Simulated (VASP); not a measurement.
Here is a VASP 6.6.1 calculation.

The input INCAR:

```
ALGO = Normal ; EDIFF = 1E-6
ENCUT = 520 ; GGA = PE
ISIF = 2 ; ISMEAR = 0
LASPH = True ; LCHARG = False
LREAL = False ; LWAVE = False
NBANDS = 12 ; NELM = 60
PREC = Accurate ; SIGMA = 0.01
```

The input KPOINTS:

```
k-points
0
Gamma
  4 4 4
```

Contents of POSCAR:

```
LiCl
1.0
    0.0000000000      2.5560369889      2.5560369889
    2.5560369889      0.0000000000      2.5560369889
    2.5560369889      2.5560369889      0.0000000000
Li Cl
1 1
Direct
    0.0000000000      0.0000000000      0.0000000000
    0.5000000000      0.5000000000      0.5000000000
```

Potentials or basis: VASP PAW PBE potentials, release 64 (Li_sv, Cl).

The run is started by

```sh
$ cat potpaw_PBE.64/Li_sv/POTCAR potpaw_PBE.64/Cl/POTCAR > POTCAR
$ mpirun -np 1 vasp_std > vasp.out
```

Problem. Predict the band gap on the k mesh.

Solution. 6.40 eV.

Caveat: the k points lie up to 0.53 Å⁻¹ apart. A k mesh can miss the band edges.
